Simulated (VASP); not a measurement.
Runs of VASP 6.6.1 on BiMo3. The structure is that of space group Pm-3m (No. 221), or close to it. The cells are those of the table. 

| task | cell | k mesh | gap on the mesh (eV) | pressure (GPa) | relaxed volume (Å³/atom) |
| --- | --- | --- | --- | --- | --- |
| relaxation of cell and atoms | relaxed from a = 4.139 Å, 4 atoms | 12 × 12 × 12 | none | 0.0 | (a) |
| single point | a = 4.184 Å, 4 atoms | 4 × 4 × 4 | none | -5.2 | - |
| relaxation of cell and atoms | relaxed from a = 4.184 Å, 4 atoms | 4 × 4 × 4 | none | -0.1 | 17.76 |
| single point | a = 4.139 Å, 4 atoms | 4 × 4 × 4 | none | 0.3 | - |
| single point | a = 4.142 Å, 4 atoms | 12 × 12 × 12 | none | 0.3 | - |

Alike in all rows: level PBE; potentials or basis VASP PAW PBE potentials, release 64 (Bi_d, Mo_sv); no spin polarisation; cutoff (eV) 500; smearing gaussian 0.1 eV.

Q: Fill in the values left out.

A: (a) 17.79.

Caveats: some runs use coarse meshes; spin-orbit coupling is left out, which moves the levels of the heavy elements.

A k mesh can miss the band edges, and the runs leave out spin-orbit coupling on Bi, Mo.

A gap of «none» marks levels without a gap at the run's occupations.
